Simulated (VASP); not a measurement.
# Mg (Pm-3m) in VASP: single point with PBEsol

Aim: the single point of Mg with PBEsol.

All numbers are computed with VASP 6.6.1; they aren't measurements. Logs are shortened: lines on timing, memory, paths and dates and some standing lists are left out, and cuts for length are marked.

## Step 1: The cell of the first run

It takes space group Pm-3m (No. 221, cubic). Conventional cell: a = 4.276 Å, b = 4.276 Å, c = 4.276 Å, α = 90.00°, β = 90.00°, γ = 90.00°. Mg (site symmetry 4/mmm) has 8 Mg at 3.02 Å within 4.0 Å.

## Step 2: Single point, PBEsol

INCAR

```
SYSTEM = Mg
PREC = Accurate
ENCUT = 520
EDIFF = 1E-6
ISMEAR = 0
SIGMA = 0.1
LREAL = .False.
LASPH = .True.
NELM = 80
ALGO = Normal
ISIF = 2
LWAVE = .False.
LCHARG = .False.
GGA = PS
NBANDS = 10
```

KPOINTS

```
Automatic mesh
0
Gamma
  6 6 6
  0 0 0
```

POSCAR

```
Mg
1.0
    4.2755170000      0.0000000000      0.0000000000
    0.0000000000      4.2755170000      0.0000000000
    0.0000000000      0.0000000000      4.2755170000
Mg
3
Direct
    0.5000000000      0.5000000000      0.0000000000
    0.5000000000      0.0000000000      0.5000000000
    0.0000000000      0.5000000000      0.5000000000
```

Potentials or basis: VASP PAW PBE potentials, release 64 (Mg).

Run with:

```console
> cat potpaw_PBE.64/Mg/POTCAR > POTCAR
> mpirun -np 1 vasp_std > vasp.out
```

OUTCAR:

```text
SYSTEM = Mg
   PREC = Accurate
   ENCUT = 520
   EDIFF = 1E-6
   ISMEAR = 0
   LREAL = .False.
   LASPH = .True.
   NELM = 80
   ISIF = 2
   GGA = PS

 ion  position               nearest neighbor table
   1  0.500  0.500  0.000-   2 3.02   3 3.02   2 3.02   3 3.02   2 3.02   2 3.02   3 3.02   3 3.02

   2  0.500  0.000  0.500-   1 3.02   3 3.02   1 3.02   1 3.02   3 3.02   1 3.02   3 3.02   3 3.02

   3  0.000  0.500  0.500-   1 3.02   2 3.02   1 3.02   2 3.02   1 3.02   2 3.02   1 3.02   2 3.02

  LATTYP: Found a simple cubic cell.
 ALAT       =     4.2755170000

  Lattice vectors:

 A1 = (   4.2755170000,   0.0000000000,   0.0000000000)
 A2 = (   0.0000000000,   4.2755170000,   0.0000000000)
 A3 = (   0.0000000000,   0.0000000000,   4.2755170000)

Analysis of symmetry for initial positions (statically):
=====================================================================
 Subroutine PRICEL returns:
 Original cell was already a primitive cell.

 Routine SETGRP: Setting up the symmetry group for a
 simple cubic supercell.

 Subroutine GETGRP returns: Found 48 space group operations
 (whereof 48 operations were pure point group operations)
 out of a pool of 48 trial point group operations.

The static configuration has the point symmetry O_h .

Analysis of symmetry for dynamics (positions and initial velocities):
=====================================================================
 Subroutine PRICEL returns:
 Original cell was already a primitive cell.

 Routine SETGRP: Setting up the symmetry group for a
 simple cubic supercell.

 Subroutine GETGRP returns: Found 48 space group operations
 (whereof 48 operations were pure point group operations)
 out of a pool of 48 trial point group operations.

The dynamic configuration has the point symmetry O_h .

 Subroutine INISYM returns: Found 48 space group operations
 (whereof 48 operations are pure point group operations),
 and found     1 'primitive' translations

----------------------------------------------------------------------------------------

                                     Primitive cell

  volume of cell :      78.1566

  direct lattice vectors                    reciprocal lattice vectors
     4.275517000  0.000000000  0.000000000     0.233889843  0.000000000  0.000000000
     0.000000000  4.275517000  0.000000000     0.000000000  0.233889843  0.000000000
     0.000000000  0.000000000  4.275517000     0.000000000  0.000000000  0.233889843

  length of vectors
     4.275517000  4.275517000  4.275517000     0.233889843  0.233889843  0.233889843

  position of ions in fractional coordinates (direct lattice)
     0.500000000  0.500000000  0.000000000
     0.500000000  0.000000000  0.500000000
     0.000000000  0.500000000  0.500000000

  ion indices of the primitive-cell ions
   primitive index   ion index
                 1           1
                 2           2
                 3           3

----------------------------------------------------------------------------------------

 KPOINTS: Automatic mesh

Automatic generation of k-mesh.
 Grid dimensions read from file:
 generate k-points for:    6    6    6

 Generating k-lattice:

  Cartesian coordinates                     Fractional coordinates (reciprocal lattice)
     0.038981641  0.000000000  0.000000000     0.166666667  0.000000000  0.000000000
     0.000000000  0.038981641  0.000000000     0.000000000  0.166666667  0.000000000
     0.000000000  0.000000000  0.038981641     0.000000000  0.000000000  0.166666667

  Length of vectors
     0.038981641  0.038981641  0.038981641

  Shift w.r.t. Gamma in fractional coordinates (k-lattice)
     0.000000000  0.000000000  0.000000000

 Subroutine IBZKPT returns following result:
 ===========================================

 Found     20 irreducible k-points:

 Following reciprocal coordinates:
            Coordinates               Weight
  0.000000  0.000000  0.000000      1.000000
  0.166667  0.000000  0.000000      6.000000
  0.333333  0.000000  0.000000      6.000000
  0.500000  0.000000  0.000000      3.000000
  0.166667  0.166667  0.000000     12.000000
  0.333333  0.166667  0.000000     24.000000
[... 12 lines left out ...]
  0.500000  0.500000  0.333333      6.000000
  0.500000  0.500000  0.500000      1.000000
   k-points           NKPTS =     20   k-points in BZ     NKDIM =     20   number of bands    NBANDS=     10
   number of dos      NEDOS =    301   number of ions     NIONS =      3
   total plane-waves  NPLWV =  32768
   dimension x,y,z NGX =    32 NGY =   32 NGZ =   32
   dimension x,y,z NGXF=    64 NGYF=   64 NGZF=   64
   ions per type =               3
   NGX,Y,Z   is equivalent  to a cutoff of  12.44, 12.44, 12.44 a.u.
   NGXF,Y,Z  is equivalent  to a cutoff of  24.89, 24.89, 24.89 a.u.
 SYSTEM =  Mg
   PREC   = accura    normal or accurate (medium, high low for compatibility)
   ISTART =      0    job   : 0-new  1-cont  2-samecut
   ICHARG =      2    charge: 1-file 2-atom 10-const
   ISPIN  =      1    spin polarized calculation?
   LNONCOLLINEAR =      F non collinear calculations
   LSORBIT =      F    spin-orbit coupling
   LASPH  =      T    aspherical Exc in radial PAW
   ENCUT  =  520.0 eV  38.22 Ry    6.18 a.u.   7.95  7.95  7.95*2*pi/ulx,y,z
   NELM   =     80;   NELMIN=  2; NELMDL= -5     # of ELM steps
   EDIFF  = 0.1E-05   stopping-criterion for ELM
   LREAL  =      F    real-space projection
   EDIFFG = 0.1E-04   stopping-criterion for IOM
   NSW    =      0    number of steps for IOM
   IBRION =     -1    ionic relax: 0-MD 1-quasi-New 2-CG
   NFREE  =      0    steps in history (QN), initial steepest desc. (CG)
   ISIF   =      2    stress and relaxation
   ISYM   =      2    0-nonsym 1-usesym 2-fastsym
   POTIM  = 0.5000    time-step for ionic-motion
   TEBEG  =    0.0;   TEEND  =   0.0 temperature during run
   PSTRESS=    0.0 pullay stress
   NELECT =       6.0000    total number of electrons
   NUPDOWN=      -1.0000    fix difference up-down
   EMIN   =  10.00;   EMAX   =-10.00  energy-range for DOS
   EFERMI =   0.00;   METHOD = LEGACY
   ISMEAR =     0;   SIGMA  =   0.10  broadening in eV -4-tet -1-fermi 0-gaus
   EFERMI_NEDOS =   21; number of points for ismear=-14 and -15
   IALGO  =     38    algorithm
   IMIX   =      4    mixing-type and parameters
     AMIX     =   0.40;   BMIX     =  1.00
     AMIX_MAG =   1.60;   BMIX_MAG =  1.00
  volume/ion in A,a.u.               =      26.05       175.81
  Fermi-wavevector in a.u.,A,eV,Ry     =   0.695777  1.314828  6.586653  0.484105
  Thomas-Fermi vector in A             =   1.778643
   LORBIT       =      0    0 simple, 1 ext, 2 COOP (PROOUT), +10 PAW based schemes
   GGA     = PS    functional components
   LHFCALC =     F    Hartree Fock is set to
   AEXX    =    0.0000 exact exchange contribution
   IVDW    =     0    specifies the selected vdW correction
   LEPSILON=     F    determine dielectric tensor
   LRPA    =     F    only Hartree local field effects (RPA)
 non-spin polarized calculation
 Gauss-broadening in eV      SIGMA  =   0.10
  energy-cutoff  :      520.00
  volume of cell :       78.16
 maximum number of plane-waves:      2176
 NGX is ok and might be reduce to    32
   NGX = 15   NGY = 15   NGZ = 15

 number of electron       6.0000000 magnetization

 Free energy of the ion-electron system (eV)
  ---------------------------------------------------
  ext. energy  EPLUGINS =         0.00000000
  ---------------------------------------------------
  free energy    TOTEN  =        -4.12672016 eV

  energy without entropy =       -4.11304580  energy(sigma->0) =       -4.11988298

 E-fermi :   1.7956     XC(G=0):  -8.0642

 val. band max:        1.7776419415   @ k =   0.3333   0.1667   0.0000
 cond. band min:       1.9287795584   @ k =   0.3333   0.1667   0.1667
 fundamental gap:      0.1511376169
 Fermi energy:         1.7955534186

 k-point     1 :       0.0000    0.0000    0.0000
  band No.  band energies     occupation
      1      -4.6461      2.00000
      2       2.7930      0.00000
      3       2.7930      0.00000
      4       2.7930      0.00000
      5       3.9841      0.00000
      6       3.9841      0.00000
      7       4.1002      0.00000
      8       9.6361      0.00000
      9       9.6361      0.00000
     10       9.6361      0.00000

 k-point     2 :       0.1667    0.0000    0.0000
  band No.  band energies     occupation
      1      -4.4259      2.00000
      2       0.9854      2.00000
      3       2.9829      0.00000
      4       2.9829      0.00000
      5       4.1987      0.00000
      6       4.2331      0.00000
      7       6.1908      0.00000
      8       7.9895      0.00000
      9       7.9895      0.00000
     10       9.4012      0.00000

 k-point     3 :       0.3333    0.0000    0.0000
  band No.  band energies     occupation
      1      -3.7866      2.00000
      2      -0.9078      2.00000
      3       3.5271      0.00000
      4       3.5271      0.00000
      5       4.6763      0.00000
      6       4.8032      0.00000
      7       6.2680      0.00000
      8       6.2680      0.00000
      9       7.7811      0.00000
     10       8.5306      0.00000

 k-point     4 :       0.5000    0.0000    0.0000
  band No.  band energies     occupation
      1      -3.0833      2.00000
      2      -2.0355      2.00000
      3       4.0721      0.00000
      4       4.0721      0.00000
      5       4.9885      0.00000
      6       5.3221      0.00000
      7       5.3221      0.00000
      8       5.3819      0.00000
      9       6.8308      0.00000
     10       8.0176      0.00000

 k-point     5 :       0.1667    0.1667    0.0000
  band No.  band energies     occupation
      1      -4.2060      2.00000
      2       1.1741      2.00000
      3       1.2044      2.00000
      4       3.1728      0.00000
      5       4.3663      0.00000
      6       6.2509      0.00000
      7       6.2754      0.00000
      8       6.7376      0.00000
      9       8.0185      0.00000
     10       8.3712      0.00000

 k-point     6 :       0.3333    0.1667    0.0000
  band No.  band energies     occupation
      1      -3.5677      2.00000
      2      -0.6981      2.00000
      3       1.7776      1.19997
      4       3.7168      0.00000
      5       4.2275      0.00000
      6       5.4849      0.00000
      7       6.4511      0.00000
      8       6.7050      0.00000
      9       8.5208      0.00000
     10       8.7218      0.00000
[... 131 lines left out ...]
 k-point    17 :       0.3333    0.3333    0.3333
  band No.  band energies     occupation
      1      -2.0845      2.00000
      2       0.6640      2.00000
      3       0.7503      2.00000
      4       0.7503      2.00000
      5       3.3457      0.00000
      6       3.3457      0.00000
      7       3.8972      0.00000
      8       6.5056      0.00000
      9      10.8124      0.00000
     10      10.8128      0.00000

 k-point    18 :       0.5000    0.3333    0.3333
  band No.  band energies     occupation
      1      -1.3869      2.00000
      2      -0.3831      2.00000
      3       1.2060      2.00000
      4       1.6598      1.94508
      5       2.0313      0.00085
      6       2.7525      0.00000
      7       4.0877      0.00000
      8       5.5611      0.00000
      9      11.2513      0.00000
     10      11.7442      0.00000

 k-point    19 :       0.5000    0.5000    0.3333
  band No.  band energies     occupation
      1      -0.7050      2.00000
      2       0.3143      2.00000
      3       0.3143      2.00000
      4       1.2126      2.00000
      5       2.2122      0.00000
      6       2.9339      0.00000
      7       2.9339      0.00000
      8       4.6604      0.00000
      9      12.3869      0.00000
     10      12.6671      0.00000

 k-point    20 :       0.5000    0.5000    0.5000
  band No.  band energies     occupation
      1      -0.1192      2.00000
      2       1.2225      2.00000
      3       1.2225      2.00000
      4       1.2225      2.00000
      5       1.6157      1.98901
      6       1.6157      1.98901
      7       1.6157      1.98901
      8       3.8241      0.00000
      9      14.5169      0.00000
     10      14.5169      0.00000

------------------------ aborting loop because EDIFF is reached ----------------------------------------

  FORCE on cell =-STRESS in cart. coord.  units (eV):
  Direction    XX          YY          ZZ          XY          YZ          ZX
  --------------------------------------------------------------------------------------
  -------------------------------------------------------------------------------------
  Total        0.8420465      0.8420465      0.8420465      0.0000000      0.0000000     -0.0000000
  in kB       17.2615889     17.2615889     17.2615889      0.0000000      0.0000000     -0.0000000
  external PRESSURE =      17.2615889 kB  Pullay stress =       0.0000000 kB

 VOLUME and BASIS-vectors are now :
 -----------------------------------------------------------------------------
  energy-cutoff  :      520.00
  volume of cell :       78.16
      direct lattice vectors                 reciprocal lattice vectors
     4.275517000  0.000000000  0.000000000     0.233889843  0.000000000  0.000000000
     0.000000000  4.275517000  0.000000000     0.000000000  0.233889843  0.000000000
     0.000000000  0.000000000  4.275517000     0.000000000  0.000000000  0.233889843

 POSITION                                       TOTAL-FORCE (eV/Angst)
 -----------------------------------------------------------------------------------
      2.13776      2.13776      0.00000         0.000000      0.000000      0.000000
      2.13776      0.00000      2.13776         0.000000      0.000000      0.000000
      0.00000      2.13776      2.13776         0.000000      0.000000      0.000000
 -----------------------------------------------------------------------------------
    total drift:                                0.000000     -0.000000      0.000000

  FREE ENERGIE OF THE ION-ELECTRON SYSTEM (eV)
  ---------------------------------------------------
  free  energy   TOTEN  =        -4.1267201626 eV

  energy  without entropy=       -4.1130457960  energy(sigma->0) =       -4.11988298
```

It took 4.8 s on 1 thread of Intel Xeon 6975P-C (Granite Rapids), shared host; peak memory 0.17 GiB.

What came out:

```yaml
Free_energy: -4.1267 eV
Pressure: 1.7 GPa
Band_gap_on_the_k_mesh: zero (band 3 reaches 4.07 eV, above the bottom of band 4 at 0.53 eV)
```

Caveat: the PAW data sets were made with another functional, which shifts forces and pressure a little.
